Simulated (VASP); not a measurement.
# Os4C (F-43m) in VASP: single point with PBE

Aim: the single point of Os4C with PBE.

Program: VASP 6.6.1. These are calculated values, not measurements. Logs are shortened: lines on timing, memory, paths and dates and some standing lists are left out, and cuts for length are marked.

## Step 1: The cell of the first run

Symmetry: F-43m, No. 216, cubic system. Conventional cell: a = 7.965 Å, b = 7.965 Å, c = 7.965 Å, α = 90.00°, β = 90.00°, γ = 90.00°. Within 2.6 Å of Os (site symmetry 3m) lie 1 C at 1.91 Å and 3 Os at 2.51 Å. Within 2.5 Å of C (site symmetry -43m) lie 4 Os at 1.91 Å.

The cell was built from a structure type or drawn by symmetry, and may not be a known phase.

## Step 2: Single point, PBE

Contents of INCAR:

```
  PREC = Accurate
  ENCUT = 600
  EDIFF = 1E-6
  ISMEAR = 0
  SIGMA = 0.1
  LREAL = False
  LASPH = True
  NELM = 120
  ALGO = Normal
  ISIF = 2
  LWAVE = False
  LCHARG = False
  GGA = PE
  NBANDS = 42
  GGA_COMPAT = False
```

Contents of KPOINTS:

```
Automatic mesh
0
Gamma
  8 8 8
```

Contents of POSCAR:

```
Os4C
1.0
    0.0000000000      3.9825938464      3.9825938464
    3.9825938464      0.0000000000      3.9825938464
    3.9825938464      3.9825938464      0.0000000000
Os C
4 1
Direct
    0.6115904891      0.1652285326      0.6115904891
    0.6115904891      0.6115904891      0.6115904891
    0.1652285326      0.6115904891      0.6115904891
    0.6115904891      0.6115904891      0.1652285326
    0.7500000000      0.7500000000      0.7500000000
```

Potentials or basis: VASP PAW PBE potentials, release 64 (Os_sv_GW, C).

Command:

```sh
cat potpaw_PBE.64/Os_sv_GW/POTCAR potpaw_PBE.64/C/POTCAR > POTCAR
mpirun -np 1 vasp_std > vasp.out
```

OUTCAR:

```text
PREC = Accurate
   ENCUT = 600
   EDIFF = 1E-6
   ISMEAR = 0
   LREAL = False
   LASPH = True
   NELM = 120
   ISIF = 2
   GGA = PE

 ion  position               nearest neighbor table
   1  0.612  0.165  0.612-   5 1.91   3 2.51   4 2.51   2 2.51   3 3.12   4 3.12   2 3.12
   2  0.612  0.612  0.612-   5 1.91   3 2.51   4 2.51   1 2.51   1 3.12   4 3.12   3 3.12
   3  0.165  0.612  0.612-   5 1.91   2 2.51   4 2.51   1 2.51   1 3.12   4 3.12   2 3.12
   4  0.612  0.612  0.165-   5 1.91   2 2.51   3 2.51   1 2.51   3 3.12   1 3.12   2 3.12
   5  0.750  0.750  0.750-   1 1.91   3 1.91   4 1.91   2 1.91

  LATTYP: Found a face centered cubic cell.
 ALAT       =     7.9651876928

  Lattice vectors:

 A1 = (   0.0000000000,   3.9825938464,   3.9825938464)
 A2 = (   3.9825938464,   0.0000000000,   3.9825938464)
 A3 = (   3.9825938464,   3.9825938464,   0.0000000000)

Analysis of symmetry for initial positions (statically):
=====================================================================
 Subroutine PRICEL returns:
 Original cell was already a primitive cell.

 Routine SETGRP: Setting up the symmetry group for a
 face centered cubic supercell.

 Subroutine GETGRP returns: Found 24 space group operations
 (whereof 24 operations were pure point group operations)
 out of a pool of 48 trial point group operations.

The static configuration has the point symmetry T_d .

Analysis of symmetry for dynamics (positions and initial velocities):
=====================================================================
 Subroutine PRICEL returns:
 Original cell was already a primitive cell.

 Routine SETGRP: Setting up the symmetry group for a
 face centered cubic supercell.

 Subroutine GETGRP returns: Found 24 space group operations
 (whereof 24 operations were pure point group operations)
 out of a pool of 48 trial point group operations.

The dynamic configuration has the point symmetry T_d .

 Subroutine INISYM returns: Found 24 space group operations
 (whereof 24 operations are pure point group operations),
 and found     1 'primitive' translations

----------------------------------------------------------------------------------------

                                     Primitive cell

  volume of cell :     126.3363

  direct lattice vectors                    reciprocal lattice vectors
     0.000000000  3.982593846  3.982593846    -0.125546320  0.125546320  0.125546320
     3.982593846  0.000000000  3.982593846     0.125546320 -0.125546320  0.125546320
     3.982593846  3.982593846  0.000000000     0.125546320  0.125546320 -0.125546320

  length of vectors
     5.632238231  5.632238231  5.632238231     0.217452604  0.217452604  0.217452604

  position of ions in fractional coordinates (direct lattice)
     0.611590489  0.165228533  0.611590489
     0.611590489  0.611590489  0.611590489
     0.165228533  0.611590489  0.611590489
     0.611590489  0.611590489  0.165228533
     0.750000000  0.750000000  0.750000000

  ion indices of the primitive-cell ions
   primitive index   ion index
                 1           1
                 2           2
                 3           3
                 4           4
                 5           5

----------------------------------------------------------------------------------------

 KPOINTS: Automatic mesh

Automatic generation of k-mesh.
 Grid dimensions read from file:
 generate k-points for:    8    8    8

 Generating k-lattice:

  Cartesian coordinates                     Fractional coordinates (reciprocal lattice)
    -0.015693290  0.015693290  0.015693290     0.125000000  0.000000000  0.000000000
     0.015693290 -0.015693290  0.015693290     0.000000000  0.125000000  0.000000000
     0.015693290  0.015693290 -0.015693290     0.000000000  0.000000000  0.125000000

  Length of vectors
     0.027181576  0.027181576  0.027181576

  Shift w.r.t. Gamma in fractional coordinates (k-lattice)
     0.000000000  0.000000000  0.000000000

 Subroutine IBZKPT returns following result:
 ===========================================

 Found     29 irreducible k-points:

 Following reciprocal coordinates:
            Coordinates               Weight
  0.000000  0.000000  0.000000      1.000000
  0.125000  0.000000  0.000000      8.000000
  0.250000  0.000000  0.000000      8.000000
  0.375000  0.000000  0.000000      8.000000
  0.500000  0.000000  0.000000      4.000000
  0.125000  0.125000  0.000000      6.000000
[... 16 lines left out ...]
  0.500000  0.250000  0.125000     48.000000
 -0.375000  0.250000  0.125000     24.000000
 [... further k-points ...]
   k-points           NKPTS =     29   k-points in BZ     NKDIM =     29   number of bands    NBANDS=     42
   number of dos      NEDOS =    301   number of ions     NIONS =      5
   total plane-waves  NPLWV = 110592
   dimension x,y,z NGX =    48 NGY =   48 NGZ =   48
   dimension x,y,z NGXF=    96 NGYF=   96 NGZF=   96
   ions per type =               4   1
   NGX,Y,Z   is equivalent  to a cutoff of  14.17, 14.17, 14.17 a.u.
   NGXF,Y,Z  is equivalent  to a cutoff of  28.34, 28.34, 28.34 a.u.
 SYSTEM =  unknown system
   PREC   = accura    normal or accurate (medium, high low for compatibility)
   ISTART =      0    job   : 0-new  1-cont  2-samecut
   ICHARG =      2    charge: 1-file 2-atom 10-const
   ISPIN  =      1    spin polarized calculation?
   LNONCOLLINEAR =      F non collinear calculations
   LSORBIT =      F    spin-orbit coupling
   LASPH  =      T    aspherical Exc in radial PAW
   ENCUT  =  600.0 eV  44.10 Ry    6.64 a.u.  11.25 11.25 11.25*2*pi/ulx,y,z
   NELM   =    120;   NELMIN=  2; NELMDL= -5     # of ELM steps
   EDIFF  = 0.1E-05   stopping-criterion for ELM
   LREAL  =      F    real-space projection
   EDIFFG = 0.1E-04   stopping-criterion for IOM
   NSW    =      0    number of steps for IOM
   IBRION =     -1    ionic relax: 0-MD 1-quasi-New 2-CG
   NFREE  =      0    steps in history (QN), initial steepest desc. (CG)
   ISIF   =      2    stress and relaxation
   ISYM   =      2    0-nonsym 1-usesym 2-fastsym
   POTIM  = 0.5000    time-step for ionic-motion
   TEBEG  =    0.0;   TEEND  =   0.0 temperature during run
   PSTRESS=    0.0 pullay stress
   NELECT =      68.0000    total number of electrons
   NUPDOWN=      -1.0000    fix difference up-down
   EMIN   =  10.00;   EMAX   =-10.00  energy-range for DOS
   EFERMI =   0.00;   METHOD = LEGACY
   ISMEAR =     0;   SIGMA  =   0.10  broadening in eV -4-tet -1-fermi 0-gaus
   EFERMI_NEDOS =   21; number of points for ismear=-14 and -15
   IALGO  =     38    algorithm
   IMIX   =      4    mixing-type and parameters
     AMIX     =   0.40;   BMIX     =  1.00
     AMIX_MAG =   1.60;   BMIX_MAG =  1.00
  volume/ion in A,a.u.               =      25.27       170.51
  Fermi-wavevector in a.u.,A,eV,Ry     =   1.331686  2.516521 24.128398  1.773387
  Thomas-Fermi vector in A             =   2.460678
   LORBIT       =      0    0 simple, 1 ext, 2 COOP (PROOUT), +10 PAW based schemes
   GGA     = PE    functional components
   LHFCALC =     F    Hartree Fock is set to
   AEXX    =    0.0000 exact exchange contribution
   IVDW    =     0    specifies the selected vdW correction
   LEPSILON=     F    determine dielectric tensor
   LRPA    =     F    only Hartree local field effects (RPA)
 non-spin polarized calculation
 Gauss-broadening in eV      SIGMA  =   0.10
  energy-cutoff  :      600.00
  volume of cell :      126.34
 maximum number of plane-waves:      4279
 NGX is ok and might be reduce to    48
   NGX = 23   NGY = 23   NGZ = 23

 number of electron      67.9999999 magnetization

 Free energy of the ion-electron system (eV)
  ---------------------------------------------------
  ext. energy  EPLUGINS =         0.00000000
  ---------------------------------------------------
  free energy    TOTEN  =       -47.07156054 eV

  energy without entropy =      -47.03440259  energy(sigma->0) =      -47.05298156

 E-fermi :   3.4830     XC(G=0):  -9.5571

 val. band max:        3.4732802804   @ k =  -0.3750   0.3750   0.0000
 cond. band min:       3.4853506847   @ k =  -0.2500   0.3750   0.1250
 fundamental gap:      0.0120704043
 Fermi energy:         3.4830177177

 k-point     1 :       0.0000    0.0000    0.0000
  band No.  band energies     occupation
      1     -82.6913      2.00000
      2     -82.6017      2.00000
      3     -82.6017      2.00000
      4     -82.6017      2.00000
      5     -42.8940      2.00000
      6     -42.2608      2.00000
[... 34 lines left out ...]
     41       6.1291      0.00000
     42       7.9313      0.00000

 k-point     2 :       0.1250    0.0000    0.0000
  band No.  band energies     occupation
      1     -82.6905      2.00000
      2     -82.6020      2.00000
      3     -82.6014      2.00000
      4     -82.6014      2.00000
      5     -42.8830      2.00000
      6     -42.2602      2.00000
[... 34 lines left out ...]
     41       6.5160      0.00000
     42       7.9663      0.00000

 k-point     3 :       0.2500    0.0000    0.0000
  band No.  band energies     occupation
      1     -82.6892      2.00000
      2     -82.6033      2.00000
      3     -82.6015      2.00000
      4     -82.6015      2.00000
      5     -42.8557      2.00000
      6     -42.2589      2.00000
[... 34 lines left out ...]
     41       6.8440      0.00000
     42       8.0078      0.00000

 k-point     4 :       0.3750    0.0000    0.0000
  band No.  band energies     occupation
      1     -82.6878      2.00000
      2     -82.6046      2.00000
      3     -82.6015      2.00000
      4     -82.6015      2.00000
      5     -42.8267      2.00000
      6     -42.2574      2.00000
[... 844 lines left out ...]
     41       6.9109      0.00000
     42       8.1349      0.00000

 k-point    23 :       0.5000    0.2500    0.1250
  band No.  band energies     occupation
      1     -82.6871      2.00000
      2     -82.6053      2.00000
      3     -82.6015      2.00000
      4     -82.6015      2.00000
      5     -42.8086      2.00000
      6     -42.2736      2.00000
[... 34 lines left out ...]
     41       7.1132      0.00000
     42       8.6131      0.00000

 k-point    24 :      -0.3750    0.2500    0.1250
  band No.  band energies     occupation
      1     -82.6868      2.00000
      2     -82.6059      2.00000
      3     -82.6016      2.00000
      4     -82.6015      2.00000
      5     -42.7979      2.00000
      6     -42.2745      2.00000
[... 34 lines left out ...]
     41       7.2065      0.00000
     42       8.8238      0.00000

 [... further k-points ...]
[... 5 lines left out ...]
  --------------------------------------------------------------------------------------
  -------------------------------------------------------------------------------------
  Total       -0.2124189     -0.2124189     -0.2124189      0.0000000      0.0000000      0.0000000
  in kB       -2.6938636     -2.6938636     -2.6938636      0.0000000      0.0000000      0.0000000
  external PRESSURE =      -2.6938636 kB  Pullay stress =       0.0000000 kB

 VOLUME and BASIS-vectors are now :
 -----------------------------------------------------------------------------
  energy-cutoff  :      600.00
  volume of cell :      126.34
      direct lattice vectors                 reciprocal lattice vectors
     0.000000000  3.982593846  3.982593846    -0.125546320  0.125546320  0.125546320
     3.982593846  0.000000000  3.982593846     0.125546320 -0.125546320  0.125546320
     3.982593846  3.982593846  0.000000000     0.125546320  0.125546320 -0.125546320

 POSITION                                       TOTAL-FORCE (eV/Angst)
 -----------------------------------------------------------------------------------
      3.09375      4.87143      3.09375        -0.002347      0.002347     -0.002347
      4.87143      4.87143      4.87143         0.002347      0.002347      0.002347
      4.87143      3.09375      3.09375         0.002347     -0.002347     -0.002347
      3.09375      3.09375      4.87143        -0.002347     -0.002347      0.002347
      5.97389      5.97389      5.97389         0.000000      0.000000      0.000000
 -----------------------------------------------------------------------------------
    total drift:                                0.000004      0.000004      0.000004

  FREE ENERGIE OF THE ION-ELECTRON SYSTEM (eV)
  ---------------------------------------------------
  free  energy   TOTEN  =       -47.0715605385 eV

  energy  without entropy=      -47.0344025908  energy(sigma->0) =      -47.05298156
```

It took 2.4 min on 1 thread of Intel Xeon 6975P-C (Granite Rapids), shared host; peak memory 0.39 GiB.

What came out:

| Item | Value |
| --- | --- |
| Free energy | -47.0716 eV |
| Pressure | -0.3 GPa |
| Largest force | 0.004 eV/Å |
| Band gap on the k mesh | zero (bands 34 and 35 overlap by 0.61 eV) |

Forces on the atoms (eV/Å):
```
Os  -0.002  0.002 -0.002
Os   0.002  0.002  0.002
Os   0.002 -0.002 -0.002
Os  -0.002 -0.002  0.002
C    0.000  0.000  0.000
```

Caveat: spin-orbit coupling is left out, which moves the levels of the heavy elements.
